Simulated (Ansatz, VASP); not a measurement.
**One calculation of Hf, two programs**

File INCAR:

```
SYSTEM = Hf
ALGO     = Normal         ! electronic algorithm
EDIFF    = 1E-8           ! SCF threshold, eV
ENCUT    = 520            ! plane-wave cutoff, eV
GGA      = CA             ! functional
ISIF     = 2              ! what is computed and relaxed
ISMEAR   = -1             ! smearing method
LASPH    = .TRUE.         ! aspherical terms in the spheres
LCHARG   = .FALSE.        ! write CHGCAR
LEFG     = .TRUE.       
LREAL    = .FALSE.        ! projectors in reciprocal space
LWAVE    = .FALSE.        ! write WAVECAR
NBANDS   = 11             ! bands
NELM     = 100            ! most SCF steps
PREC     = Accurate       ! precision mode
SIGMA    = 0.05           ! smearing width, eV
```

Contents of KPOINTS:

```
k-points
0
G
  14 14 14
  0 0 0
```

Contents of POSCAR:

```
Hf
1.0
   -1.7375288132      1.7375288132      1.7375288132
    1.7375288132     -1.7375288132      1.7375288132
    1.7375288132      1.7375288132     -1.7375288132
Hf
1
Direct
    0.0000000000      0.0000000000      0.0000000000
```

Input for Ansatz:

```yaml
crystal:
  lattice:
    - [-1.7375288132, 1.7375288132, 1.7375288132]
    - [1.7375288132, -1.7375288132, 1.7375288132]
    - [1.7375288132, 1.7375288132, -1.7375288132]
  atoms:
    - { symbol: Hf, position: [0.0, 0.0, 0.0] }
kpoints:
  mp_grid: { grid: [14, 14, 14] }
scf:
  occupations: { method: fermi_dirac, width: 0.05 }
hamiltonian:
  xc: lda
  pseudopotentials: { kind: all_electron, datasets: crystal }
output:
  forces: true
  stress: true
  eigenvalues: true
  efg: { contact_densities: true }
```

Change from the starting cell: volume scaled by 0.95, crystal datasets.

Alike in both runs: task electric field gradients; functional LDA; k mesh 14 × 14 × 14; occupations fermi-dirac, width 0.05 eV; no spin polarisation.

|  | VASP | Ansatz |
| --- | --- | --- |
| version | VASP 6.6.1 | Ansatz 0.2.0 |
| potentials or method | VASP PAW LDA potentials, release 64 (Hf_pv), cutoff 520 eV | all-electron PAW with datasets made for the crystal, scalar-relativistic |

```tsv
	VASP	Ansatz	Ansatz less VASP
pressure (GPa)	-2.9	-3.0	-0.11
```

LDA's correlation is that of Perdew and Zunger in VASP and of Perdew and Wang (1992) in Ansatz. Ansatz ran all-electron here, and VASP with PAW potentials.

Neither program's run includes spin-orbit coupling.
